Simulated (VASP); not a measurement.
# Au (Fm-3m) in VASP: further runs

The runs below take Au through single point, with LDA.

Program: VASP 6.6.1. These are calculated values, not measurements. Logs are shortened: lines on timing, memory, paths and dates and some standing lists are left out, and cuts for length are marked.

**1. The cell of the first run**

It takes space group Fm-3m (No. 225, cubic). The conventional cell has a = 3.877 Å, b = 3.877 Å, c = 3.877 Å, α = 90.00°, β = 90.00°, γ = 90.00°. Within 3.6 Å of Au (site symmetry m-3m) lie 12 Au at 2.74 Å.

**2. Single point, LDA (volume scaled by 0.88)**

Input file INCAR:

```
SYSTEM = Au
ALGO = Normal
EDIFF = 1E-6
ENCUT = 520
GGA = CA
ISIF = 2
ISMEAR = -1
LASPH = .TRUE.
LCHARG = .TRUE.
LELF = .TRUE.
LREAL = .FALSE.
LVHAR = .TRUE.
LWAVE = .FALSE.
NBANDS = 12
NELM = 100
PREC = Accurate
SIGMA = 0.1
```

Input file KPOINTS:

```
k-points
0
G
  22 22 22
  0 0 0
```

Input file POSCAR:

```
Au
1.0
    0.0000000000      1.9385723194      1.9385723194
    1.9385723194      0.0000000000      1.9385723194
    1.9385723194      1.9385723194      0.0000000000
Au
1
Direct
    0.0000000000      0.0000000000      0.0000000000
```

Potentials or basis: VASP PAW LDA potentials, release 64 (Au).

Command:

```bash
$ cat potpaw_LDA.64/Au/POTCAR > POTCAR
$ mpirun -np 1 vasp_std > vasp.out
```

OUTCAR:

```text
SYSTEM = Au
   EDIFF = 1E-6
   ENCUT = 520
   GGA = CA
   ISIF = 2
   ISMEAR = -1
   LASPH = .TRUE.
   LREAL = .FALSE.
   NELM = 100
   PREC = Accurate

 ion  position               nearest neighbor table
   1  0.000  0.000  0.000-

  LATTYP: Found a face centered cubic cell.
 ALAT       =     3.8771446388

  Lattice vectors:

 A1 = (   0.0000000000,   1.9385723194,   1.9385723194)
 A2 = (   1.9385723194,   0.0000000000,   1.9385723194)
 A3 = (   1.9385723194,   1.9385723194,   0.0000000000)

Analysis of symmetry for initial positions (statically):
=====================================================================
 Subroutine PRICEL returns:
 Original cell was already a primitive cell.

 Routine SETGRP: Setting up the symmetry group for a
 face centered cubic supercell.

 Subroutine GETGRP returns: Found 48 space group operations
 (whereof 48 operations were pure point group operations)
 out of a pool of 48 trial point group operations.

The static configuration has the point symmetry O_h .

Analysis of symmetry for dynamics (positions and initial velocities):
=====================================================================
 Subroutine PRICEL returns:
 Original cell was already a primitive cell.

 Routine SETGRP: Setting up the symmetry group for a
 face centered cubic supercell.

 Subroutine GETGRP returns: Found 48 space group operations
 (whereof 48 operations were pure point group operations)
 out of a pool of 48 trial point group operations.

The dynamic configuration has the point symmetry O_h .

 Subroutine INISYM returns: Found 48 space group operations
 (whereof 48 operations are pure point group operations),
 and found     1 'primitive' translations

----------------------------------------------------------------------------------------

                                     Primitive cell

  volume of cell :      14.5706

  direct lattice vectors                    reciprocal lattice vectors
     0.000000000  1.938572319  1.938572319    -0.257921768  0.257921768  0.257921768
     1.938572319  0.000000000  1.938572319     0.257921768 -0.257921768  0.257921768
     1.938572319  1.938572319  0.000000000     0.257921768  0.257921768 -0.257921768

  length of vectors
     2.741555266  2.741555266  2.741555266     0.446733607  0.446733607  0.446733607

  position of ions in fractional coordinates (direct lattice)
     0.000000000  0.000000000  0.000000000

  ion indices of the primitive-cell ions
   primitive index   ion index
                 1           1

----------------------------------------------------------------------------------------

 KPOINTS: k-points

Automatic generation of k-mesh.
 Grid dimensions read from file:
 generate k-points for:   22   22   22

 Generating k-lattice:

  Cartesian coordinates                     Fractional coordinates (reciprocal lattice)
    -0.011723717  0.011723717  0.011723717     0.045454545  0.000000000  0.000000000
     0.011723717 -0.011723717  0.011723717     0.000000000  0.045454545  0.000000000
     0.011723717  0.011723717 -0.011723717     0.000000000  0.000000000  0.045454545

  Length of vectors
     0.020306073  0.020306073  0.020306073

  Shift w.r.t. Gamma in fractional coordinates (k-lattice)
     0.000000000  0.000000000  0.000000000

 Subroutine IBZKPT returns following result:
 ===========================================

 Found    328 irreducible k-points:

 Following reciprocal coordinates:
            Coordinates               Weight
  0.000000  0.000000  0.000000      1.000000
  0.045455  0.000000  0.000000      8.000000
  0.090909  0.000000  0.000000      8.000000
  0.136364  0.000000  0.000000      8.000000
  0.181818  0.000000  0.000000      8.000000
  0.227273  0.000000  0.000000      8.000000
[... 16 lines left out ...]
  0.500000  0.045455  0.000000     24.000000
 -0.454545  0.045455  0.000000     24.000000
 [... further k-points ...]
   k-points           NKPTS =    328   k-points in BZ     NKDIM =    328   number of bands    NBANDS=     12
   number of dos      NEDOS =    301   number of ions     NIONS =      1
   total plane-waves  NPLWV =   8000
   dimension x,y,z NGX =    20 NGY =   20 NGZ =   20
   dimension x,y,z NGXF=    40 NGYF=   40 NGZF=   40
   ions per type =               1
   NGX,Y,Z   is equivalent  to a cutoff of  12.13, 12.13, 12.13 a.u.
   NGXF,Y,Z  is equivalent  to a cutoff of  24.26, 24.26, 24.26 a.u.
 SYSTEM =  Au
   PREC   = accura    normal or accurate (medium, high low for compatibility)
   ISTART =      0    job   : 0-new  1-cont  2-samecut
   ICHARG =      2    charge: 1-file 2-atom 10-const
   ISPIN  =      1    spin polarized calculation?
   LNONCOLLINEAR =      F non collinear calculations
   LSORBIT =      F    spin-orbit coupling
   LASPH  =      T    aspherical Exc in radial PAW
   ENCUT  =  520.0 eV  38.22 Ry    6.18 a.u.   5.10  5.10  5.10*2*pi/ulx,y,z
   NELM   =    100;   NELMIN=  2; NELMDL= -5     # of ELM steps
   EDIFF  = 0.1E-05   stopping-criterion for ELM
   LREAL  =      F    real-space projection
   EDIFFG = 0.1E-04   stopping-criterion for IOM
   NSW    =      0    number of steps for IOM
   IBRION =     -1    ionic relax: 0-MD 1-quasi-New 2-CG
   NFREE  =      0    steps in history (QN), initial steepest desc. (CG)
   ISIF   =      2    stress and relaxation
   ISYM   =      2    0-nonsym 1-usesym 2-fastsym
   POTIM  = 0.5000    time-step for ionic-motion
   TEBEG  =    0.0;   TEEND  =   0.0 temperature during run
   PSTRESS=    0.0 pullay stress
   NELECT =      11.0000    total number of electrons
   NUPDOWN=      -1.0000    fix difference up-down
   EMIN   =  10.00;   EMAX   =-10.00  energy-range for DOS
   EFERMI =   0.00;   METHOD = LEGACY
   ISMEAR =    -1;   SIGMA  =   0.10  broadening in eV -4-tet -1-fermi 0-gaus
   EFERMI_NEDOS =   21; number of points for ismear=-14 and -15
   IALGO  =     38    algorithm
   IMIX   =      4    mixing-type and parameters
     AMIX     =   0.40;   BMIX     =  1.00
     AMIX_MAG =   1.60;   BMIX_MAG =  1.00
  volume/ion in A,a.u.               =      14.57        98.33
  Fermi-wavevector in a.u.,A,eV,Ry     =   1.490666  2.816951 30.233309  2.222086
  Thomas-Fermi vector in A             =   2.603419
   LORBIT       =      0    0 simple, 1 ext, 2 COOP (PROOUT), +10 PAW based schemes
   GGA     = CA    functional components
   LHFCALC =     F    Hartree Fock is set to
   AEXX    =    0.0000 exact exchange contribution
   IVDW    =     0    specifies the selected vdW correction
   LEPSILON=     F    determine dielectric tensor
   LRPA    =     F    only Hartree local field effects (RPA)
 non-spin polarized calculation
  energy-cutoff  :      520.00
  volume of cell :       14.57
 maximum number of plane-waves:       403
   NGX = 11   NGY = 11   NGZ = 11

 number of electron      10.9999999 magnetization

 Free energy of the ion-electron system (eV)
  ---------------------------------------------------
  ext. energy  EPLUGINS =         0.00000000
  ---------------------------------------------------
  free energy    TOTEN  =        -4.24382012 eV

  energy without entropy =       -4.23561796  energy(sigma->0) =       -4.23971904

 E-fermi :  12.2658     XC(G=0): -13.9065

 val. band max:       12.2262716209   @ k =   0.5000   0.2727   0.1364
 cond. band min:      12.2806569913   @ k =   0.5000   0.2273   0.0909
 fundamental gap:      0.0543853703
 Fermi energy:        12.2657620581

 k-point     1 :       0.0000    0.0000    0.0000
  band No.  band energies     occupation
      1       0.4841      2.00000
      2       6.5174      2.00000
      3       6.5174      2.00000
      4       6.5174      2.00000
      5       8.5367      2.00000
      6       8.5367      2.00000
      7      26.3001      0.00000
      8      31.1746      0.00000
      9      31.1746      0.00000
     10      31.1746      0.00000
     11      36.7468      0.00000
     12      43.3874      0.00000

 k-point     2 :       0.0455    0.0000    0.0000
  band No.  band energies     occupation
      1       0.5681      2.00000
      2       6.4837      2.00000
      3       6.5498      2.00000
      4       6.5498      2.00000
      5       8.5193      2.00000
      6       8.5193      2.00000
      7      26.4235      0.00000
      8      30.6897      0.00000
      9      31.2973      0.00000
     10      31.2973      0.00000
     11      37.2651      0.00000
     12      42.1322      0.00000

 k-point     3 :       0.0909    0.0000    0.0000
  band No.  band energies     occupation
      1       0.8152      2.00000
      2       6.3928      2.00000
      3       6.6391      2.00000
      4       6.6391      2.00000
      5       8.4777      2.00000
      6       8.4777      2.00000
      7      26.7687      0.00000
      8      29.5811      0.00000
      9      31.6571      0.00000
     10      31.6571      0.00000
     11      38.1277      0.00000
     12      40.5939      0.00000

 k-point     4 :       0.1364    0.0000    0.0000
  band No.  band energies     occupation
      1       1.2084      2.00000
      2       6.2756      2.00000
      3       6.7585      2.00000
      4       6.7585      2.00000
      5       8.4430      2.00000
      6       8.4430      2.00000
      7      27.2389      0.00000
      8      28.2526      0.00000
      9      32.2280      0.00000
     10      32.2280      0.00000
     11      37.2930      0.00000
     12      40.0566      0.00000

 k-point     5 :       0.1818    0.0000    0.0000
  band No.  band energies     occupation
      1       1.7123      2.00000
      2       6.1853      2.00000
      3       6.8598      2.00000
      4       6.8598      2.00000
      5       8.4685      2.00000
      6       8.4685      2.00000
      7      26.7143      0.00000
      8      27.7811      0.00000
      9      32.9552      0.00000
     10      32.9552      0.00000
     11      35.8803      0.00000
     12      38.4331      0.00000

 k-point     6 :       0.2273    0.0000    0.0000
  band No.  band energies     occupation
      1       2.2596      2.00000
      2       6.2054      2.00000
      3       6.8913      2.00000
      4       6.8913      2.00000
      5       8.6078      2.00000
      6       8.6078      2.00000
      7      25.1599      0.00000
      8      27.9410      0.00000
      9      33.6908      0.00000
     10      33.6908      0.00000
     11      35.1161      0.00000
     12      36.9689      0.00000

 k-point     7 :       0.2727    0.0000    0.0000
  band No.  band energies     occupation
      1       2.7431      2.00000
      2       6.4525      2.00000
      3       6.8420      2.00000
      4       6.8420      2.00000
      5       8.8671      2.00000
      6       8.8671      2.00000
      7      23.4638      0.00000
      8      27.6681      0.00000
      9      33.8491      0.00000
     10      33.8491      0.00000
     11      35.3086      0.00000
     12      36.2933      0.00000

 k-point     8 :       0.3182    0.0000    0.0000
  band No.  band energies     occupation
      1       3.0597      2.00000
      2       6.7442      2.00000
      3       6.7442      2.00000
      4       7.0269      2.00000
      5       9.2004      2.00000
      6       9.2004      2.00000
      7      21.6659      0.00000
      8      27.1295      0.00000
      9      32.9747      0.00000
     10      32.9747      0.00000
     11      36.2760      0.00000
     12      36.8723      0.00000
[... 166 lines left out ...]
 k-point    20 :       0.3636    0.0455    0.0000
  band No.  band energies     occupation
      1       3.2387      2.00000
      2       6.6182      2.00000
      3       6.7388      2.00000
      4       7.3883      2.00000
      5       9.4565      2.00000
      6       9.6196      2.00000
      7      20.4754      0.00000
      8      26.8474      0.00000
      9      31.3996      0.00000
     10      32.5127      0.00000
     11      37.1154      0.00000
     12      37.4033      0.00000

 k-point    21 :       0.4091    0.0455    0.0000
  band No.  band energies     occupation
      1       3.2998      2.00000
      2       6.5139      2.00000
      3       6.6373      2.00000
      4       8.2562      2.00000
      5       9.8966      2.00000
      6       9.9889      2.00000
      7      18.7009      0.00000
      8      26.3793      0.00000
      9      30.7188      0.00000
     10      31.4519      0.00000
     11      38.2300      0.00000
     12      38.5161      0.00000

 k-point    22 :       0.4545    0.0455    0.0000
  band No.  band energies     occupation
      1       3.3043      2.00000
      2       6.4416      2.00000
      3       6.5596      2.00000
      4       8.9970      2.00000
      5      10.0779      2.00000
      6      10.6150      2.00000
      7      17.1657      0.00000
      8      26.0635      0.00000
      9      30.2872      0.00000
     10      30.6334      0.00000
     11      38.9830      0.00000
     12      39.4579      0.00000

 k-point    23 :       0.5000    0.0455    0.0000
  band No.  band energies     occupation
      1       3.2985      2.00000
      2       6.4114      2.00000
      3       6.5175      2.00000
      4       9.3767      2.00000
      5      10.1273      2.00000
      6      11.1369      1.99997
      7      16.2416      0.00000
      8      25.9179      0.00000
      9      30.1352      0.00000
     10      30.1905      0.00000
     11      39.4960      0.00000
     12      39.6733      0.00000

 k-point    24 :      -0.4545    0.0455    0.0000
  band No.  band energies     occupation
      1       3.3006      2.00000
      2       6.4261      2.00000
      3       6.5170      2.00000
      4       9.3474      2.00000
      5      10.0314      2.00000
      6      11.0484      1.99999
      7      16.4494      0.00000
      8      25.9465      0.00000
      9      29.9927      0.00000
     10      30.4629      0.00000
     11      39.3262      0.00000
     12      39.6289      0.00000

 [... further k-points ...]
[... 5 lines left out ...]
  --------------------------------------------------------------------------------------
  -------------------------------------------------------------------------------------
  Total        3.3629861      3.3629861      3.3629861     -0.0000000      0.0000000      0.0000000
  in kB      369.7938073    369.7938073    369.7938073     -0.0000000      0.0000000      0.0000000
  external PRESSURE =     369.7938073 kB  Pullay stress =       0.0000000 kB

 VOLUME and BASIS-vectors are now :
 -----------------------------------------------------------------------------
  energy-cutoff  :      520.00
  volume of cell :       14.57
      direct lattice vectors                 reciprocal lattice vectors
     0.000000000  1.938572319  1.938572319    -0.257921768  0.257921768  0.257921768
     1.938572319  0.000000000  1.938572319     0.257921768 -0.257921768  0.257921768
     1.938572319  1.938572319  0.000000000     0.257921768  0.257921768 -0.257921768

 POSITION                                       TOTAL-FORCE (eV/Angst)
 -----------------------------------------------------------------------------------
      0.00000      0.00000      0.00000        -0.000000     -0.000000      0.000000
 -----------------------------------------------------------------------------------
    total drift:                                0.000000      0.000000      0.000000

  FREE ENERGIE OF THE ION-ELECTRON SYSTEM (eV)
  ---------------------------------------------------
  free  energy   TOTEN  =        -4.2438201191 eV

  energy  without entropy=       -4.2356179611  energy(sigma->0) =       -4.23971904
```

Run time: 14 s. Hardware: 1 thread of Intel Xeon 6975P-C (Granite Rapids), shared host; peak memory 0.16 GiB.

Results:

| Property | Result |
| --- | --- |
| Free energy | -4.2438 eV |
| Pressure | 37.0 GPa |

Caveat: spin-orbit coupling is left out, which moves the levels of the heavy elements.

**3. Single point, LDA (volume scaled by 0.92)**

Input file INCAR:

```
SYSTEM = Au
ALGO = Normal
EDIFF = 1E-6
ENCUT = 520
ISIF = 2
ISMEAR = -1
LASPH = .True.
LCHARG = .False.
LREAL = .False.
LWAVE = .False.
NBANDS = 12
NELM = 80
PREC = Accurate
SIGMA = 0.1
```

Input file KPOINTS:

```
k-points
0
Gamma
  22 22 22
  0 0 0
```

Input file POSCAR:

```
Au
1.0
    0.0000000000      1.9675105010      1.9675105010
    1.9675105010      0.0000000000      1.9675105010
    1.9675105010      1.9675105010      0.0000000000
Au
1
Direct
    0.0000000000      0.0000000000      0.0000000000
```

Potentials or basis: VASP PAW LDA potentials, release 64 (Au).

Command:

```bash
$ cat potpaw_LDA.64/Au/POTCAR > POTCAR
$ mpirun -np 1 vasp_std > vasp.out
```

Run time: 14 s. Hardware: 1 thread of Intel Xeon 6975P-C (Granite Rapids), shared host; peak memory 0.17 GiB.

The run converged. Its results:

```
Free energy : -4.3641 eV
Pressure    : 21.6 GPa
```

Levels at points of the mesh, in eV from the Fermi level:
| k point | band 3 | band 4 | band 5 | band 6 | band 7 | band 8 | band 9 | band 10 |
| --- | --- | --- | --- | --- | --- | --- | --- | --- |
| (0.00, 0.00, 0.00) | -5.42 | -5.42 | -3.55 | -3.55 | 14.21 | 18.82 | 18.82 | 18.82 |
| (0.50, 0.00, 0.00) | -5.46 | -2.08 | -2.08 | -1.59 | 3.67 | 13.70 | 17.79 | 17.79 |
| (0.50, 0.50, 0.00) | -2.12 | -1.68 | -1.68 | 0.60 | 6.69 | 10.19 | 10.19 | 18.48 |

Caveat: spin-orbit coupling is left out, which moves the levels of the heavy elements.

(Continued in part 2 of 2.)
